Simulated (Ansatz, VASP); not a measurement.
Two plane-wave programs on La2O3

```
La O
1.0
     3.93078    0.00000    0.00000
    -1.96539    3.40415    0.00000
     0.00000    0.00000    6.11195
La O
2 3
Direct
  0.66667 0.33333 0.75376
  0.33333 0.66667 0.24624
  0.66667 0.33333 0.35411
  0.33333 0.66667 0.64589
  0.00000 0.00000 0.00000
```

Alike in both runs: task relaxation of cell and atoms; functional PBE; k mesh 6 × 6 × 4; no spin polarisation.

|  | VASP | Ansatz |
| --- | --- | --- |
| version | VASP 6.6.1 | Ansatz 0.2.0 |
| potentials or method | VASP PAW PBE potentials, release 64 (La, O) | plane waves, PAW |
| plane-wave cutoff (eV) | 600 | 420 |
| occupations | gaussian, width 0.01 eV | fixed |
| valence electrons in the cell | 40 | 40 |

VASP gave:

- relaxed volume (Å³/atom): 16.59
- relaxed cell length with the largest relative difference (Å): 6.179

Task: Which values does Ansatz return?

Result: Relaxed volume (Å³/atom): 16.64; relaxed cell length with the largest relative difference (Å): 6.188.

Spin-orbit coupling is off throughout.
